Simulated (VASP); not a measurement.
# Al2Ni3 (P4/mmm) in VASP: single point with PBEsol

Aim: the single point of Al2Ni3 with PBEsol.

All numbers are computed with VASP 6.6.1; they aren't measurements. Logs are shortened: lines on timing, memory, paths and dates and some standing lists are left out, and cuts for length are marked.

## 1. The cell of the first run

Symmetry: P4/mmm, No. 123, tetragonal system. Conventional cell: a = 2.866 Å, b = 2.866 Å, c = 13.926 Å, α = 90.00°, β = 90.00°, γ = 90.00°. Al (site symmetry 4mm) has 9 Ni at 2.42 to 2.65 Å and 5 Al at 2.87 to 2.88 Å within 3.2 Å. Within 3.3 Å of Al (site symmetry 4mm) lie 8 Ni at 2.48 Å and 6 Al at 2.86 to 2.88 Å. Ni (site symmetry 4mm) has 4 Al at 2.42 Å and 10 Ni at 2.42 to 2.87 Å within 3.2 Å. Ni (site symmetry 4mm) has 8 Al at 2.48 to 2.49 Å and 6 Ni at 2.77 to 2.87 Å within 3.3 Å. Ni (site symmetry 4/mmm) has 8 Al at 2.48 Å and 6 Ni at 2.86 to 2.87 Å within 3.3 Å. Ni (site symmetry 4/mmm) has 12 Ni at 2.42 to 2.87 Å and 2 Al at 2.65 Å within 3.2 Å.

## 2. Single point, PBEsol, collinear spin

The input, INCAR:

```
  PREC = Accurate
  ENCUT = 520
  EDIFF = 1E-6
  ISMEAR = 0
  SIGMA = 0.15
  LREAL = False
  LASPH = True
  NELM = 150
  ALGO = Fast
  ISIF = 2
  LWAVE = False
  LCHARG = False
  ISPIN = 2
  MAGMOM = 0 0 0 0 0 0 0 0 0 0.18
  LORBIT = 11
  LMAXMIX = 4
  GGA = PS
  NBANDS = 51
```

The input, KPOINTS:

```
Automatic mesh
0
Gamma
  13 13 3
```

The input, POSCAR:

```
Al2Ni3
1.0
   -2.8662279428      0.0000000000      0.0000000000
    0.0000000000     -2.8662279428      0.0000000000
    0.0000000000      0.0000000000     13.9264250772
Al Ni
4 6
Direct
    0.5000000000      0.5000000000      0.1901432609
    0.5000000000      0.5000000000      0.3972505262
    0.5000000000      0.5000000000      0.6027494738
    0.5000000000      0.5000000000      0.8098567391
    0.0000000000      1.0000000000      0.9046416013
    0.0000000000      1.0000000000      0.0953583987
    1.0000000000      0.0000000000      0.2946155317
    1.0000000000      0.0000000000      0.5000000000
    1.0000000000      0.0000000000      0.7053844683
    0.5000000000      0.5000000000      0.0000000000
```

Potentials or basis: VASP PAW PBE potentials, release 64 (Al, Ni).

The run is started by

```sh
$ cat potpaw_PBE.64/Al/POTCAR potpaw_PBE.64/Ni/POTCAR > POTCAR
$ mpirun -np 1 vasp_std > vasp.out
```

OUTCAR:

```text
PREC = Accurate
   ENCUT = 520
   EDIFF = 1E-6
   ISMEAR = 0
   LREAL = False
   LASPH = True
   NELM = 150
   ISIF = 2
   ISPIN = 2
   LORBIT = 11
   GGA = PS

 ion  position               nearest neighbor table
   1  0.500  0.500  0.190-   6 2.42   6 2.42   6 2.42   6 2.42   7 2.49   7 2.49   7 2.49   7 2.49
                            10 2.65   2 2.88
   2  0.500  0.500  0.397-   7 2.48   7 2.48   7 2.48   7 2.48   8 2.48   8 2.48   8 2.48   8 2.48
                             3 2.86   1 2.88
   3  0.500  0.500  0.603-   9 2.48   9 2.48   9 2.48   9 2.48   8 2.48   8 2.48   8 2.48   8 2.48
                             2 2.86   4 2.88
   4  0.500  0.500  0.810-   5 2.42   5 2.42   5 2.42   5 2.42   9 2.49   9 2.49   9 2.49   9 2.49
                            10 2.65   3 2.88
   5  0.000  0.000  0.905-   4 2.42   4 2.42   4 2.42   4 2.42  10 2.42  10 2.42  10 2.42  10 2.42
                             6 2.66   9 2.77
   6  0.000  0.000  0.095-   1 2.42   1 2.42   1 2.42   1 2.42  10 2.42  10 2.42  10 2.42  10 2.42
                             5 2.66   7 2.77
   7  0.000  0.000  0.295-   2 2.48   2 2.48   2 2.48   2 2.48   1 2.49   1 2.49   1 2.49   1 2.49
                             6 2.77   8 2.86
   8  0.000  0.000  0.500-   2 2.48   3 2.48   2 2.48   3 2.48   2 2.48   3 2.48   2 2.48   3 2.48
                             7 2.86   9 2.86
   9  0.000  0.000  0.705-   3 2.48   3 2.48   3 2.48   3 2.48   4 2.49   4 2.49   4 2.49   4 2.49
                             5 2.77   8 2.86
  10  0.500  0.500  0.000-   5 2.42   6 2.42   5 2.42   6 2.42   5 2.42   6 2.42   5 2.42   6 2.42
                             1 2.65   4 2.65

  LATTYP: Found a simple tetragonal cell.
 ALAT       =     2.8662279428
 C/A-ratio  =     4.8587988657

  Lattice vectors:

 A1 = (  -2.8662279428,   0.0000000000,   0.0000000000)
 A2 = (   0.0000000000,  -2.8662279428,   0.0000000000)
 A3 = (   0.0000000000,   0.0000000000,  13.9264250772)

Analysis of symmetry for initial positions (statically):
=====================================================================
 Subroutine PRICEL returns:
 Original cell was already a primitive cell.

 Routine SETGRP: Setting up the symmetry group for a
 simple tetragonal supercell.

 Subroutine GETGRP returns: Found 16 space group operations
 (whereof 16 operations were pure point group operations)
 out of a pool of 16 trial point group operations.

The static configuration has the point symmetry D_4h.

Analysis of symmetry for dynamics (positions and initial velocities):
=====================================================================
 Subroutine PRICEL returns:
 Original cell was already a primitive cell.

 Routine SETGRP: Setting up the symmetry group for a
 simple tetragonal supercell.

 Subroutine GETGRP returns: Found 16 space group operations
 (whereof 16 operations were pure point group operations)
 out of a pool of 16 trial point group operations.

The dynamic configuration has the point symmetry D_4h.

Analysis of structural, dynamic, and magnetic symmetry:
=====================================================================
 Subroutine PRICEL returns:
 Original cell was already a primitive cell.

 Routine SETGRP: Setting up the symmetry group for a
 simple tetragonal supercell.

 Subroutine GETGRP returns: Found 16 space group operations
 (whereof 16 operations were pure point group operations)
 out of a pool of 16 trial point group operations.

The overall configuration has the point symmetry D_4h.

 Subroutine INISYM returns: Found 16 space group operations
 (whereof 16 operations are pure point group operations),
 and found     1 'primitive' translations

----------------------------------------------------------------------------------------

                                     Primitive cell
[... 93 lines left out ...]
   dimension x,y,z NGXF=    48 NGYF=   48 NGZF=  216
   ions per type =               4   6
   NGX,Y,Z   is equivalent  to a cutoff of  13.92, 13.92, 12.89 a.u.
   NGXF,Y,Z  is equivalent  to a cutoff of  27.84, 27.84, 25.78 a.u.
 SYSTEM =  unknown system
   PREC   = accura    normal or accurate (medium, high low for compatibility)
   ISTART =      0    job   : 0-new  1-cont  2-samecut
   ICHARG =      2    charge: 1-file 2-atom 10-const
   ISPIN  =      2    spin polarized calculation?
   LNONCOLLINEAR =      F non collinear calculations
   LSORBIT =      F    spin-orbit coupling
   LASPH  =      T    aspherical Exc in radial PAW
   ENCUT  =  520.0 eV  38.22 Ry    6.18 a.u.   5.33  5.33 25.89*2*pi/ulx,y,z
   NELM   =    150;   NELMIN=  2; NELMDL= -5     # of ELM steps
   EDIFF  = 0.1E-05   stopping-criterion for ELM
   LREAL  =      F    real-space projection
   EDIFFG = 0.1E-04   stopping-criterion for IOM
   NSW    =      0    number of steps for IOM
   IBRION =     -1    ionic relax: 0-MD 1-quasi-New 2-CG
   NFREE  =      0    steps in history (QN), initial steepest desc. (CG)
   ISIF   =      2    stress and relaxation
   ISYM   =      2    0-nonsym 1-usesym 2-fastsym
   POTIM  = 0.5000    time-step for ionic-motion
   TEBEG  =    0.0;   TEEND  =   0.0 temperature during run
   PSTRESS=    0.0 pullay stress
   NELECT =      72.0000    total number of electrons
   NUPDOWN=      -1.0000    fix difference up-down
   EMIN   =  10.00;   EMAX   =-10.00  energy-range for DOS
   EFERMI =   0.00;   METHOD = LEGACY
   ISMEAR =     0;   SIGMA  =   0.15  broadening in eV -4-tet -1-fermi 0-gaus
   EFERMI_NEDOS =   21; number of points for ismear=-14 and -15
   IALGO  =     68    algorithm
   IMIX   =      4    mixing-type and parameters
     AMIX     =   0.40;   BMIX     =  1.00
     AMIX_MAG =   1.60;   BMIX_MAG =  1.00
  volume/ion in A,a.u.               =      11.44        77.21
  Fermi-wavevector in a.u.,A,eV,Ry     =   1.402917  2.651129 26.778660  1.968176
  Thomas-Fermi vector in A             =   2.525631
   LORBIT       =     11    0 simple, 1 ext, 2 COOP (PROOUT), +10 PAW based schemes
   GGA     = PS    functional components
   LHFCALC =     F    Hartree Fock is set to
   AEXX    =    0.0000 exact exchange contribution
   IVDW    =     0    specifies the selected vdW correction
   LEPSILON=     F    determine dielectric tensor
   LRPA    =     F    only Hartree local field effects (RPA)
 spin polarized calculation
 RMM-DIIS sequential band-by-band and
 Gauss-broadening in eV      SIGMA  =   0.15
  energy-cutoff  :      520.00
  volume of cell :      114.41
 maximum number of plane-waves:      3108
 NGX is ok and might be reduce to    24
   NGX = 11   NGY = 11   NGZ = 51

 number of electron      72.0000033 magnetization       0.0008452

 Free energy of the ion-electron system (eV)
  ---------------------------------------------------
  ext. energy  EPLUGINS =         0.00000000
  ---------------------------------------------------
  free energy    TOTEN  =       -58.60553478 eV

  energy without entropy =      -58.53900988  energy(sigma->0) =      -58.57227233

 E-fermi :  10.0086     XC(G=0): -12.5286

 val. band max:       10.0071632083   @ k =   0.3846   0.1538   0.3333
 cond. band min:      10.0150436345   @ k =   0.4615   0.3846   0.0000
 fundamental gap:      0.0078804262
 Fermi energy:        10.0086153671

 spin component 1

 k-point     1 :       0.0000    0.0000    0.0000
  band No.  band energies     occupation
      1      -1.0589      1.00000
      2      -0.3866      1.00000
      3       0.1646      1.00000
      4       1.9220      1.00000
      5       2.6035      1.00000
      6       5.2016      1.00000
[... 1213 lines left out ...]
     47      15.8461      0.00000
     48      16.2125      0.00000

 [... further k-points ...]

 spin component 2

 k-point     1 :       0.0000    0.0000    0.0000
  band No.  band energies     occupation
      1      -1.0589      1.00000
      2      -0.3866      1.00000
      3       0.1646      1.00000
      4       1.9221      1.00000
      5       2.6036      1.00000
      6       5.2016      1.00000
[... 1213 lines left out ...]
     47      15.8461      0.00000
     48      16.2125      0.00000

 [... further k-points ...]

 [bands above 48 left out]

------------------------ aborting loop because EDIFF is reached ----------------------------------------

  FORCE on cell =-STRESS in cart. coord.  units (eV):
  Direction    XX          YY          ZZ          XY          YZ          ZX
  --------------------------------------------------------------------------------------
  -------------------------------------------------------------------------------------
  Total        0.2428296      0.2428296     -0.1596551      0.0000000      0.0000000     -0.0000000
  in kB        3.4005652      3.4005652     -2.2357970      0.0000000      0.0000000     -0.0000000
  external PRESSURE =       1.5217778 kB  Pullay stress =       0.0000000 kB

 VOLUME and BASIS-vectors are now :
 -----------------------------------------------------------------------------
  energy-cutoff  :      520.00
  volume of cell :      114.41
      direct lattice vectors                 reciprocal lattice vectors
    -2.866227943  0.000000000  0.000000000    -0.348890605  0.000000000  0.000000000
     0.000000000 -2.866227943  0.000000000     0.000000000 -0.348890605  0.000000000
     0.000000000  0.000000000 13.926425077     0.000000000  0.000000000  0.071805937

 POSITION                                       TOTAL-FORCE (eV/Angst)
 -----------------------------------------------------------------------------------
     -1.43311     -1.43311      2.64802        -0.000000     -0.000000      0.054809
     -1.43311     -1.43311      5.53228         0.000000      0.000000     -0.001722
     -1.43311     -1.43311      8.39415        -0.000000     -0.000000      0.001722
     -1.43311     -1.43311     11.27841        -0.000000      0.000000     -0.054809
      0.00000      0.00000     12.59842        -0.000000     -0.000000      0.048583
      0.00000      0.00000      1.32800         0.000000     -0.000000     -0.048583
      0.00000      0.00000      4.10294        -0.000000      0.000000     -0.006514
      0.00000      0.00000      6.96321        -0.000000      0.000000     -0.000000
      0.00000      0.00000      9.82348        -0.000000      0.000000      0.006514
     -1.43311     -1.43311      0.00000        -0.000000      0.000000     -0.000000
 -----------------------------------------------------------------------------------
    total drift:                               -0.000000      0.000000      0.000000

  FREE ENERGIE OF THE ION-ELECTRON SYSTEM (eV)
  ---------------------------------------------------
  free  energy   TOTEN  =       -58.6055347778 eV

  energy  without entropy=      -58.5390098751  energy(sigma->0) =      -58.57227233

 total charge

# of ion       s       p       d       tot
------------------------------------------
    1        0.393   0.426   0.000   0.819
    2        0.385   0.421   0.000   0.805
    3        0.385   0.421   0.000   0.805
    4        0.393   0.426   0.000   0.819
    5        0.498   0.537   8.445   9.480
    6        0.498   0.537   8.445   9.480
    7        0.485   0.530   8.481   9.497
    8        0.487   0.533   8.488   9.508
    9        0.485   0.530   8.481   9.497
   10        0.492   0.504   8.386   9.382
--------------------------------------------------
tot          4.500   4.864  50.727  60.090

 magnetization (x)

# of ion       s       p       d       tot
------------------------------------------
    1        0.000   0.000   0.000   0.000
    2       -0.000  -0.000   0.000  -0.000
    3       -0.000  -0.000   0.000  -0.000
    4        0.000   0.000   0.000   0.000
    5       -0.000   0.000   0.000   0.000
    6       -0.000   0.000   0.000   0.000
    7        0.000   0.000   0.000   0.000
    8       -0.000  -0.000   0.000   0.000
    9        0.000   0.000   0.000   0.000
   10       -0.000  -0.000   0.000   0.000
--------------------------------------------------
tot         -0.000   0.000   0.001   0.001
```

Run time: 11 min. Hardware: 1 thread of AMD EPYC 9R45 (Zen 5), shared host; peak memory 0.55 GiB.

What came out:

```
Free energy                                           : -58.6055 eV
Pressure                                              : 0.2 GPa
Largest force                                         : 0.055 eV/Å
Band gap on the k mesh                                : zero (filled and empty bands overlap)
Net moment                                            : 0.00 μB per cell
Valence electrons inside the program's atomic spheres : Al 0.82, 0.81 (each value once); Ni 9.48, 9.50, 9.51, 9.38 (each value once)
```

Forces in eV/Å, atoms in the order of the input:
```
Al   0.000  0.000  0.055
Al   0.000  0.000 -0.002
Al   0.000  0.000  0.002
Al   0.000  0.000 -0.055
Ni   0.000  0.000  0.049
Ni   0.000  0.000 -0.049
Ni   0.000  0.000 -0.007
Ni   0.000  0.000  0.000
Ni   0.000  0.000  0.007
Ni   0.000  0.000  0.000
```

Levels at points of the mesh, in eV from the Fermi level:
Spin up:
```tsv
k point	band 32	band 33	band 34	band 35	band 36	band 37	band 38	band 39	band 40	band 41
(0.00, 0.00, 0.00)	-0.75	-0.75	-0.58	-0.22	-0.12	0.09	2.90	3.08	5.80	5.80
```
Spin down:
| k point | band 34 | band 35 | band 36 | band 37 | band 38 | band 39 |
| --- | --- | --- | --- | --- | --- | --- |
| (0.00, 0.00, 0.00) | -0.58 | -0.22 | -0.12 | 0.09 | 2.90 | 3.08 |

Caveat: the PAW data sets were made with another functional, which shifts forces and pressure a little.
